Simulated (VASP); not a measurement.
# PbO2 (Cmc2_1) in VASP: single point with PBE

Aim: the single point of PbO2 with PBE.

Everything below comes from runs of VASP 6.6.1. Logs are shortened: lines on timing, memory, paths and dates and some standing lists are left out, and cuts for length are marked.

## (1) The cell of the first run

The structure is orthorhombic, space group Cmc2_1 (No. 36). The conventional cell has a = 5.474 Å, b = 5.646 Å, c = 5.162 Å, α = 90.00°, β = 90.00°, γ = 90.00°. Within 2.8 Å of Pb (site symmetry m) lie 6 O at 2.15 to 2.17 Å. O (site symmetry 1) has 3 Pb at 2.15 to 2.17 Å and 1 O at 2.66 Å within 2.8 Å.

## (2) Single point, PBE

Input file INCAR:

```
PREC = Accurate
ENCUT = 520
EDIFF = 1E-6
ISMEAR = 0
SIGMA = 0.1
LREAL = False
LASPH = True
NELM = 60
ALGO = Normal
ISIF = 2
LWAVE = False
LCHARG = True
GGA = PE
LELF = True
LVHAR = True
NBANDS = 35
```

Input file KPOINTS:

```
regular mesh
0
Gamma
  4 4 4
```

Input file POSCAR:

```
PbO2
1.0
    2.7369261500     -2.8229756900      0.0000000000
    2.7369261500      2.8229756900      0.0000000000
    0.0000000000      0.0000000000      5.1617889000
Pb O
2 4
Direct
    0.6560795200      0.3439204800      0.7856407100
    0.3439204800      0.6560795200      0.2856407100
    0.3572904200      0.1559924700      0.1071215300
    0.6427095800      0.8440075300      0.6071215300
    0.1559924700      0.3572904200      0.6071215300
    0.8440075300      0.6427095800      0.1071215300
```

Potentials or basis: VASP PAW PBE potentials, release 64 (Pb_d, O).

Started as:

```sh
cat potpaw_PBE.64/Pb_d/POTCAR potpaw_PBE.64/O/POTCAR > POTCAR
mpirun -np 1 vasp_std > vasp.out
```

OUTCAR:

```text
PREC = Accurate
   ENCUT = 520
   EDIFF = 1E-6
   ISMEAR = 0
   LREAL = False
   LASPH = True
   NELM = 60
   ISIF = 2
   GGA = PE

 ion  position               nearest neighbor table
   1  0.656  0.344  0.786-   3 2.15   6 2.15   5 2.17   4 2.17   4 2.17   5 2.17   2 3.13   2 3.13
                             2 3.91   2 3.91   2 3.91   2 3.91
   2  0.344  0.656  0.286-   4 2.15   5 2.15   3 2.17   6 2.17   6 2.17   3 2.17   1 3.13   1 3.13
                             1 3.91   1 3.91   1 3.91   1 3.91
   3  0.357  0.156  0.107-   1 2.15   2 2.17   2 2.17
   4  0.643  0.844  0.607-   2 2.15   1 2.17   1 2.17
   5  0.156  0.357  0.607-   2 2.15   1 2.17   1 2.17
   6  0.844  0.643  0.107-   1 2.15   2 2.17   2 2.17

  LATTYP: Found a base centered orthorhombic cell.
 ALAT       =     5.4738523000
 B/A-ratio  =     1.0314402126
 C/A-ratio  =     0.9429901680

  Lattice vectors:

 A1 = (   2.7369261500,  -2.8229756900,   0.0000000000)
 A2 = (   2.7369261500,   2.8229756900,   0.0000000000)
 A3 = (   0.0000000000,   0.0000000000,   5.1617889000)

Analysis of symmetry for initial positions (statically):
=====================================================================
 Subroutine PRICEL returns:
 Original cell was already a primitive cell.

 Routine SETGRP: Setting up the symmetry group for a
 base centered orthorhombic supercell.

 Subroutine GETGRP returns: Found  4 space group operations
 (whereof  2 operations were pure point group operations)
 out of a pool of  8 trial point group operations.

The static configuration has the point symmetry C_1h.
 The point group associated with its full space group is C_2v.

Analysis of symmetry for dynamics (positions and initial velocities):
=====================================================================
 Subroutine PRICEL returns:
 Original cell was already a primitive cell.

 Routine SETGRP: Setting up the symmetry group for a
 base centered orthorhombic supercell.

 Subroutine GETGRP returns: Found  4 space group operations
 (whereof  2 operations were pure point group operations)
 out of a pool of  8 trial point group operations.

The dynamic configuration has the point symmetry C_1h.
 The point group associated with its full space group is C_2v.

 Subroutine INISYM returns: Found  4 space group operations
 (whereof  2 operations are pure point group operations),
 and found     1 'primitive' translations

----------------------------------------------------------------------------------------

                                     Primitive cell

  volume of cell :      79.7628

  direct lattice vectors                    reciprocal lattice vectors
     2.736926150 -2.822975690  0.000000000     0.182686698 -0.177118068  0.000000000
     2.736926150  2.822975690  0.000000000     0.182686698  0.177118068  0.000000000
     0.000000000  0.000000000  5.161788900     0.000000000  0.000000000  0.193731286

  length of vectors
     3.931915118  3.931915118  5.161788900     0.254450859  0.254450859  0.193731286

  position of ions in fractional coordinates (direct lattice)
     0.656079520  0.343920480  0.785640710
     0.343920480  0.656079520  0.285640710
     0.357290420  0.155992470  0.107121530
     0.642709580  0.844007530  0.607121530
     0.155992470  0.357290420  0.607121530
     0.844007530  0.642709580  0.107121530

  ion indices of the primitive-cell ions
   primitive index   ion index
                 1           1
                 2           2
                 3           3
                 4           4
                 5           5
                 6           6

----------------------------------------------------------------------------------------

 KPOINTS: regular mesh

Automatic generation of k-mesh.
 Grid dimensions read from file:
 generate k-points for:    4    4    4

 Generating k-lattice:

  Cartesian coordinates                     Fractional coordinates (reciprocal lattice)
     0.045671674 -0.044279517  0.000000000     0.250000000 -0.000000000  0.000000000
     0.045671674  0.044279517  0.000000000    -0.000000000  0.250000000  0.000000000
     0.000000000  0.000000000  0.048432821     0.000000000  0.000000000  0.250000000

  Length of vectors
     0.063612715  0.063612715  0.048432821

  Shift w.r.t. Gamma in fractional coordinates (k-lattice)
     0.000000000  0.000000000  0.000000000

 Subroutine IBZKPT returns following result:
 ===========================================

 Found     21 irreducible k-points:

 Following reciprocal coordinates:
            Coordinates               Weight
  0.000000  0.000000  0.000000      1.000000
  0.250000  0.000000  0.000000      4.000000
  0.500000  0.000000  0.000000      2.000000
  0.250000  0.250000  0.000000      2.000000
  0.500000  0.250000  0.000000      4.000000
 -0.250000  0.250000  0.000000      2.000000
[... 13 lines left out ...]
 -0.250000  0.250000  0.500000      2.000000
  0.500000  0.500000  0.500000      1.000000
   k-points           NKPTS =     21   k-points in BZ     NKDIM =     21   number of bands    NBANDS=     35
   number of dos      NEDOS =    301   number of ions     NIONS =      6
   total plane-waves  NPLWV =  36000
   dimension x,y,z NGX =    30 NGY =   30 NGZ =   40
   dimension x,y,z NGXF=    60 NGYF=   60 NGZF=   80
   ions per type =               2   4
   NGX,Y,Z   is equivalent  to a cutoff of  12.68, 12.68, 12.88 a.u.
   NGXF,Y,Z  is equivalent  to a cutoff of  25.37, 25.37, 25.77 a.u.
 SYSTEM =  unknown system
   PREC   = accura    normal or accurate (medium, high low for compatibility)
   ISTART =      0    job   : 0-new  1-cont  2-samecut
   ICHARG =      2    charge: 1-file 2-atom 10-const
   ISPIN  =      1    spin polarized calculation?
   LNONCOLLINEAR =      F non collinear calculations
   LSORBIT =      F    spin-orbit coupling
   LASPH  =      T    aspherical Exc in radial PAW
   ENCUT  =  520.0 eV  38.22 Ry    6.18 a.u.   7.31  7.31  9.60*2*pi/ulx,y,z
   NELM   =     60;   NELMIN=  2; NELMDL= -5     # of ELM steps
   EDIFF  = 0.1E-05   stopping-criterion for ELM
   LREAL  =      F    real-space projection
   EDIFFG = 0.1E-04   stopping-criterion for IOM
   NSW    =      0    number of steps for IOM
   IBRION =     -1    ionic relax: 0-MD 1-quasi-New 2-CG
   NFREE  =      0    steps in history (QN), initial steepest desc. (CG)
   ISIF   =      2    stress and relaxation
   ISYM   =      2    0-nonsym 1-usesym 2-fastsym
   POTIM  = 0.5000    time-step for ionic-motion
   TEBEG  =    0.0;   TEEND  =   0.0 temperature during run
   PSTRESS=    0.0 pullay stress
   NELECT =      52.0000    total number of electrons
   NUPDOWN=      -1.0000    fix difference up-down
   EMIN   =  10.00;   EMAX   =-10.00  energy-range for DOS
   EFERMI =   0.00;   METHOD = LEGACY
   ISMEAR =     0;   SIGMA  =   0.10  broadening in eV -4-tet -1-fermi 0-gaus
   EFERMI_NEDOS =   21; number of points for ismear=-14 and -15
   IALGO  =     38    algorithm
   IMIX   =      4    mixing-type and parameters
     AMIX     =   0.40;   BMIX     =  1.00
     AMIX_MAG =   1.60;   BMIX_MAG =  1.00
  volume/ion in A,a.u.               =      13.29        89.71
  Fermi-wavevector in a.u.,A,eV,Ry     =   1.419523  2.682510 27.416363  2.015046
  Thomas-Fermi vector in A             =   2.540535
   LORBIT       =      0    0 simple, 1 ext, 2 COOP (PROOUT), +10 PAW based schemes
   GGA     = PE    functional components
   LHFCALC =     F    Hartree Fock is set to
   AEXX    =    0.0000 exact exchange contribution
   IVDW    =     0    specifies the selected vdW correction
   LEPSILON=     F    determine dielectric tensor
   LRPA    =     F    only Hartree local field effects (RPA)
 non-spin polarized calculation
 Gauss-broadening in eV      SIGMA  =   0.10
  energy-cutoff  :      520.00
  volume of cell :       79.76
 maximum number of plane-waves:      2170
 NGX is ok and might be reduce to    30
   NGX = 15   NGY = 15   NGZ = 19

 number of electron      51.9999988 magnetization

 Free energy of the ion-electron system (eV)
  ---------------------------------------------------
  ext. energy  EPLUGINS =         0.00000000
  ---------------------------------------------------
  free energy    TOTEN  =       -30.25349113 eV

  energy without entropy =      -30.24659408  energy(sigma->0) =      -30.25004261

 E-fermi :   5.4196     XC(G=0): -10.9786

 val. band max:        5.4048299135   @ k =   0.5000   0.5000   0.0000
 cond. band min:       5.4263081565   @ k =   0.0000   0.0000   0.2500
 fundamental gap:      0.0214782431
 Fermi energy:         5.4195855667

 k-point     1 :       0.0000    0.0000    0.0000
  band No.  band energies     occupation
      1     -13.5731      2.00000
      2     -12.8853      2.00000
      3     -12.6407      2.00000
      4     -12.4218      2.00000
      5     -10.7400      2.00000
      6     -10.5845      2.00000
[... 27 lines left out ...]
     34      16.3974      0.00000
     35      17.1572      0.00000

 k-point     2 :       0.2500    0.0000    0.0000
  band No.  band energies     occupation
      1     -13.3338      2.00000
      2     -12.8260      2.00000
      3     -12.6815      2.00000
      4     -12.4809      2.00000
      5     -10.6490      2.00000
      6     -10.5416      2.00000
[... 27 lines left out ...]
     34      17.3949      0.00000
     35      17.6281      0.00000

 k-point     3 :       0.5000    0.0000    0.0000
  band No.  band energies     occupation
      1     -13.0408      2.00000
      2     -12.7837      2.00000
      3     -12.7151      2.00000
      4     -12.5680      2.00000
      5     -10.4935      2.00000
      6     -10.4844      2.00000
[... 27 lines left out ...]
     34      16.9881      0.00000
     35      18.0550      0.00000

 k-point     4 :       0.2500    0.2500    0.0000
  band No.  band energies     occupation
      1     -13.0250      2.00000
      2     -12.7981      2.00000
      3     -12.6559      2.00000
      4     -12.6333      2.00000
      5     -10.6106      2.00000
      6     -10.4887      2.00000
[... 27 lines left out ...]
     34      16.8764      0.00000
     35      17.8710      0.00000

 k-point     5 :       0.5000    0.2500    0.0000
  band No.  band energies     occupation
      1     -12.9183      2.00000
      2     -12.8728      2.00000
      3     -12.6685      2.00000
      4     -12.3204      2.00000
      5     -10.5095      2.00000
      6     -10.4676      2.00000
[... 524 lines left out ...]
 k-point    19 :       0.5000    0.2500    0.5000
  band No.  band energies     occupation
      1     -12.9128      2.00000
      2     -12.9128      2.00000
      3     -12.5033      2.00000
      4     -12.5033      2.00000
      5     -10.4602      2.00000
      6     -10.4602      2.00000
[... 27 lines left out ...]
     34      16.0860      0.00000
     35      17.9963      0.00000

 k-point    20 :      -0.2500    0.2500    0.5000
  band No.  band energies     occupation
      1     -12.8939      2.00000
      2     -12.8939      2.00000
      3     -12.6600      2.00000
      4     -12.6600      2.00000
      5     -10.4567      2.00000
      6     -10.4567      2.00000
[... 27 lines left out ...]
     34      15.9412      0.00000
     35      17.7645      0.00000

 k-point    21 :       0.5000    0.5000    0.5000
  band No.  band energies     occupation
      1     -12.7333      2.00000
      2     -12.7333      2.00000
      3     -12.6070      2.00000
      4     -12.6070      2.00000
      5     -10.3244      2.00000
      6     -10.3244      2.00000
[... 27 lines left out ...]
     34      15.2972      0.00000
     35      18.4344      0.00000

------------------------ aborting loop because EDIFF is reached ----------------------------------------

  FORCE on cell =-STRESS in cart. coord.  units (eV):
  Direction    XX          YY          ZZ          XY          YZ          ZX
  --------------------------------------------------------------------------------------
  -------------------------------------------------------------------------------------
  Total        4.2344665      7.2057532     10.2858502      0.0000000      0.0000000      0.0000000
  in kB       85.0567593    144.7403154    206.6095178      0.0000000      0.0000000      0.0000000
  external PRESSURE =     145.4688642 kB  Pullay stress =       0.0000000 kB

 VOLUME and BASIS-vectors are now :
 -----------------------------------------------------------------------------
  energy-cutoff  :      520.00
  volume of cell :       79.76
      direct lattice vectors                 reciprocal lattice vectors
     2.736926150 -2.822975690  0.000000000     0.182686698 -0.177118068  0.000000000
     2.736926150  2.822975690  0.000000000     0.182686698  0.177118068  0.000000000
     0.000000000  0.000000000  5.161788900     0.000000000  0.000000000  0.193731286

 POSITION                                       TOTAL-FORCE (eV/Angst)
 -----------------------------------------------------------------------------------
      2.73693     -0.88122      4.05531         0.000000     -1.743960      0.253929
      2.73693      0.88122      1.47442         0.000000      1.743960      0.253929
      1.40482     -0.56826      0.55294        -0.282451      0.083169     -0.126965
      4.06903      0.56826      3.13383         0.282451     -0.083169     -0.126965
      1.40482      0.56826      3.13383        -0.282451     -0.083169     -0.126965
      4.06903     -0.56826      0.55294         0.282451      0.083169     -0.126965
 -----------------------------------------------------------------------------------
    total drift:                                0.000000     -0.000000      0.000449

  FREE ENERGIE OF THE ION-ELECTRON SYSTEM (eV)
  ---------------------------------------------------
  free  energy   TOTEN  =       -30.2534911350 eV

  energy  without entropy=      -30.2465940835  energy(sigma->0) =      -30.25004261
```

It took 45 s on 1 thread of Intel Xeon Platinum 8488C (Sapphire Rapids), shared host; peak memory 0.2 GiB.

What came out:

```yaml
Free_energy: -30.2535 eV
Pressure: 14.5 GPa
Largest_force: 1.762 eV/Å
Band_gap_on_the_k_mesh: zero (band 26 reaches 5.40 eV, above the bottom of band 27 at 5.00 eV)
```

Forces in eV/Å, atoms in the order of the input:
```
Pb   0.000 -1.744  0.254
Pb   0.000  1.744  0.254
O   -0.282  0.083 -0.127
O    0.282 -0.083 -0.127
O   -0.282 -0.083 -0.127
O    0.282  0.083 -0.127
```

Caveat: the k points lie up to 0.40 Å⁻¹ apart; spin-orbit coupling is left out, which moves the levels of the heavy elements; forces of over 1 eV/Å act on the atoms, so gaps and moduli don't describe the material at rest.
